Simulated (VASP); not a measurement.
Input of a VASP 6.6.1 run:

Contents of INCAR:

```
SYSTEM = Be
  PREC = Accurate
  ENCUT = 520
  EDIFF = 1E-7
  ISMEAR = -1
  SIGMA = 0.1
  LREAL = .False.
  LASPH = .True.
  NELM = 80
  ALGO = Normal
  ISIF = 2
  LWAVE = .False.
  LCHARG = .False.
  NBANDS = 9
```

Contents of KPOINTS:

```
regular mesh
0
Gamma
  30 30 15
  0 0 0
```

The input POSCAR:

```
Be
1.0
   -1.5002586272      1.2300474880      1.0976526415
    1.2300474880     -1.5002586272      1.0976526415
    2.7152468218      2.7152468218     -1.5925448380
Be
2
Direct
    0.9583948535      0.0416051465      0.0000000000
    0.7916051465      0.2083948535      0.5000000000
```

Potentials or basis: VASP PAW LDA potentials, release 64 (Be).

The run is started by

```bash
$ cat potpaw_LDA.64/Be/POTCAR > POTCAR
$ mpirun -np 1 vasp_std > vasp.out
```

Problem. Predict the band gap on the k mesh.

Solution. Zero (bands 2 and 3 overlap by 2.20 eV).

Problem. What does it give for the pressure?

Solution. 0.5 GPa.

Stress tensor (GPa, compression positive):
```
0.52 0.28 0.03
0.28 0.52 0.03
0.03 0.03 0.31
```
